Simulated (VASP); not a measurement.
# NaCl (F-43m) in VASP: a series of runs, part 2 of 3

VASP 6.6.1.

**3. Dielectric tensor, PBE**

Contents of INCAR:

```
PREC     = Accurate       # precision mode
ENCUT    = 520            # plane-wave cutoff, eV
EDIFF    = 1E-8           # SCF threshold, eV
ISMEAR   = 0              # smearing method
SIGMA    = 0.01           # smearing width, eV
LREAL    = F              # projectors in reciprocal space
LASPH    = T              # aspherical terms in the spheres
NELM     = 60             # most SCF steps
ALGO     = Normal         # electronic algorithm
ISIF     = 2              # what is computed and relaxed
LWAVE    = F              # write WAVECAR
LCHARG   = F              # write CHGCAR
GGA      = PE             # functional
LEPSILON = T              # dielectric tensor by DFPT
```

Contents of KPOINTS:

```
Automatic mesh
0
Gamma
  6 6 6
```

Contents of POSCAR:

```
NaCl
1.0
    0.0000000000      3.0872727859      3.0872727859
    3.0872727859      0.0000000000      3.0872727859
    3.0872727859      3.0872727859      0.0000000000
Na Cl
1 1
Direct
    0.0000000000      0.0000000000      0.0000000000
    0.2500000000      0.2500000000      0.2500000000
```

Potentials or basis: VASP PAW PBE potentials, release 64 (Na_pv, Cl).

Started as:

```sh
$ cat potpaw_PBE.64/Na_pv/POTCAR potpaw_PBE.64/Cl/POTCAR > POTCAR
$ mpirun -np 1 vasp_std > vasp.out
```

OUTCAR:

```text
PREC = Accurate
   ENCUT = 520
   EDIFF = 1E-8
   ISMEAR = 0
   LREAL = F
   LASPH = T
   NELM = 60
   ISIF = 2
   GGA = PE
   LEPSILON = T

 ion  position               nearest neighbor table
   1  0.000  0.000  0.000-   2 2.67   2 2.67   2 2.67   2 2.67
   2  0.250  0.250  0.250-   1 2.67   1 2.67   1 2.67   1 2.67

  LATTYP: Found a face centered cubic cell.
 ALAT       =     6.1745455718

  Lattice vectors:

 A1 = (   0.0000000000,   3.0872727859,   3.0872727859)
 A2 = (   3.0872727859,   0.0000000000,   3.0872727859)
 A3 = (   3.0872727859,   3.0872727859,   0.0000000000)

Analysis of symmetry for initial positions (statically):
=====================================================================
 Subroutine PRICEL returns:
 Original cell was already a primitive cell.

 Routine SETGRP: Setting up the symmetry group for a
 face centered cubic supercell.

 Subroutine GETGRP returns: Found 24 space group operations
 (whereof 24 operations were pure point group operations)
 out of a pool of 48 trial point group operations.

The static configuration has the point symmetry T_d .

Analysis of symmetry for dynamics (positions and initial velocities):
=====================================================================
 Subroutine PRICEL returns:
 Original cell was already a primitive cell.

 Routine SETGRP: Setting up the symmetry group for a
 face centered cubic supercell.

 Subroutine GETGRP returns: Found 24 space group operations
 (whereof 24 operations were pure point group operations)
 out of a pool of 48 trial point group operations.

The dynamic configuration has the point symmetry T_d .

 Subroutine INISYM returns: Found 24 space group operations
 (whereof 24 operations are pure point group operations),
 and found     1 'primitive' translations

----------------------------------------------------------------------------------------

                                     Primitive cell

  volume of cell :      58.8512

  direct lattice vectors                    reciprocal lattice vectors
     0.000000000  3.087272786  3.087272786    -0.161955238  0.161955238  0.161955238
     3.087272786  0.000000000  3.087272786     0.161955238 -0.161955238  0.161955238
     3.087272786  3.087272786  0.000000000     0.161955238  0.161955238 -0.161955238

  length of vectors
     4.366063045  4.366063045  4.366063045     0.280514701  0.280514701  0.280514701

  position of ions in fractional coordinates (direct lattice)
     0.000000000  0.000000000  0.000000000
     0.250000000  0.250000000  0.250000000

  ion indices of the primitive-cell ions
   primitive index   ion index
                 1           1
                 2           2

[... 322 lines left out ...]
  band No.  band energies     occupation
      1     -23.0146      2.00000
      2     -23.0055      2.00000
      3     -23.0042      2.00000
      4     -14.3279      2.00000
      5      -3.2152      2.00000
      6      -2.8802      2.00000
      7      -2.7349      2.00000
      8       5.1921      0.00000
      9       6.9974      0.00000
     10       7.8635      0.00000
     11       8.7615      0.00000

  FORCE on cell =-STRESS in cart. coord.  units (eV):
  Direction    XX          YY          ZZ          XY          YZ          ZX
  --------------------------------------------------------------------------------------
  -------------------------------------------------------------------------------------
  Total        0.2546824      0.2546824      0.2546824     -0.0000000     -0.0000000      0.0000000
  in kB        6.9335314      6.9335314      6.9335314     -0.0000000     -0.0000000      0.0000000
  external PRESSURE =       6.9335314 kB  Pullay stress =       0.0000000 kB

 VOLUME and BASIS-vectors are now :
 -----------------------------------------------------------------------------
  energy-cutoff  :      520.00
  volume of cell :       58.85
      direct lattice vectors                 reciprocal lattice vectors
     0.000000000  3.087272786  3.087272786    -0.161955238  0.161955238  0.161955238
     3.087272786  0.000000000  3.087272786     0.161955238 -0.161955238  0.161955238
     3.087272786  3.087272786  0.000000000     0.161955238  0.161955238 -0.161955238

 POSITION                                       TOTAL-FORCE (eV/Angst)
 -----------------------------------------------------------------------------------
      0.00000      0.00000      0.00000         0.000000      0.000000      0.000000
      1.54364      1.54364      1.54364        -0.000000     -0.000000     -0.000000
 -----------------------------------------------------------------------------------
    total drift:                                0.000002      0.000002      0.000003

  FREE ENERGIE OF THE ION-ELECTRON SYSTEM (eV)
  ---------------------------------------------------
  free  energy   TOTEN  =        -6.6377849024 eV

  energy  without entropy=       -6.6377849024  energy(sigma->0) =       -6.63778490

 HEAD OF MICROSCOPIC STATIC DIELECTRIC TENSOR (INDEPENDENT PARTICLE, excluding Hartree and local field effects)
 ------------------------------------------------------
           2.324740     0.000000     0.000000
           0.000000     2.324740    -0.000000
           0.000000     0.000000     2.324740
 ------------------------------------------------------

 Free energy of the ion-electron system (eV)
  ---------------------------------------------------
  ---------------------------------------------------
  free energy    TOTEN  =        -0.20583494 eV

  energy without entropy =       -0.20583494

------------------------ aborting loop because EDIFF is reached ----------------------------------------

--------------------------------------- Ionic step        2  -------------------------------------------

------------------------ aborting loop because EDIFF is reached ----------------------------------------

--------------------------------------- Ionic step        3  -------------------------------------------

 Free energy of the ion-electron system (eV)
  ---------------------------------------------------
  ---------------------------------------------------
  free energy    TOTEN  =        -0.20583492 eV

  energy without entropy =       -0.20583492

------------------------ aborting loop because EDIFF is reached ----------------------------------------

 PIEZOELECTRIC TENSOR FIELD DIRECTION 3  (e Angst)
 -----------------------------------------------------------------------------
     0.00063 -0.32407  0.00000           ( -0.00000  0.01425  0.00000)
    -0.32407  0.00063  0.00000           (  0.01425 -0.00000  0.00000)
     0.00000  0.00000 -0.00158           (  0.00000  0.00000  0.00000)

 PIEZOELECTRIC TENSOR FIELD DIRECTION 3  (C/m^2)
 -----------------------------------------------------------------------------
     0.00017 -0.08823  0.00000
    -0.08823  0.00017  0.00000
     0.00000  0.00000 -0.00043

 MACROSCOPIC STATIC DIELECTRIC TENSOR (including local field effects in DFT)
 ------------------------------------------------------
           2.100819    -0.000000    -0.000000
           0.000000     2.100819     0.000000
           0.000000     0.000000     2.100819
 ------------------------------------------------------

 PIEZOELECTRIC TENSOR (including local field effects)  for field in x, y, z        (e  Angst)
          XX          YY          ZZ          XY          YZ          ZX
  --------------------------------------------------------------------------------
  x     0.00000     0.00000     0.00000     0.00000    -0.32522     0.00000
  y     0.00000    -0.00000    -0.00000     0.00000     0.00000    -0.32522
  z     0.00000     0.00000    -0.00000    -0.32522     0.00000     0.00000

 PIEZOELECTRIC TENSOR (including local field effects)  for field in x, y, z        (C/m^2)
          XX          YY          ZZ          XY          YZ          ZX
  --------------------------------------------------------------------------------
  x     0.00000     0.00000     0.00000     0.00000    -0.08854     0.00000
  y     0.00000    -0.00000    -0.00000     0.00000     0.00000    -0.08854
  z     0.00000     0.00000    -0.00000    -0.08854     0.00000     0.00000

 BORN EFFECTIVE CHARGES (including local field effects) (in |e|, cummulative output)
 ---------------------------------------------------------------------------------
 ion    1
    1     0.99999    -0.00000    -0.00000
    2    -0.00000     0.99999     0.00000
    3    -0.00000     0.00000     0.99999
 ion    2
    1    -0.99999     0.00000     0.00000
    2     0.00000    -0.99999    -0.00000
    3     0.00000     0.00000    -0.99999
```

It took 4.6 min on 1 thread of Oxide Virtual Turin-like, shared host; peak memory 0.2 GiB.

What came out:

```
Band gap on the k mesh                  : 4.94 eV
Electronic dielectric tensor (diagonal) : 2.10
Born charges (mean of the diagonal)     : Na +1.00; Cl -1.00 e
```

Levels at points of the mesh, in eV from the valence-band top:
| k point | band 3 | band 4 | band 5 | band 6 | band 7 | band 8 | band 9 | band 10 | band 11 |
| --- | --- | --- | --- | --- | --- | --- | --- | --- | --- |
| (0.00, 0.00, 0.00) | -20.60 | -12.12 | 0.00 | 0.00 | 0.00 | 4.94 | 11.22 | 11.22 | 11.22 |
| (0.50, 0.00, 0.00) | -20.60 | -11.97 | -1.06 | -0.09 | -0.09 | 7.58 | 8.92 | 10.66 | 10.66 |
| (0.50, 0.50, 0.00) | -20.60 | -11.93 | -0.97 | -0.30 | -0.30 | 7.04 | 9.07 | 10.61 | 13.17 |

Electronic dielectric tensor:
```
2.10 0.00 0.00
0.00 2.10 0.00
0.00 0.00 2.10
```

Born effective charge tensors (e):
atom 1, Na
```
1.00 0.00 0.00
0.00 1.00 0.00
0.00 0.00 1.00
```
atom 2, Cl
```
-1.00  0.00  0.00
 0.00 -1.00  0.00
 0.00  0.00 -1.00
```

Caveat: the structure was generated, so it needn't be the stable form of NaCl.

(Part 2 of 3 ends here.)
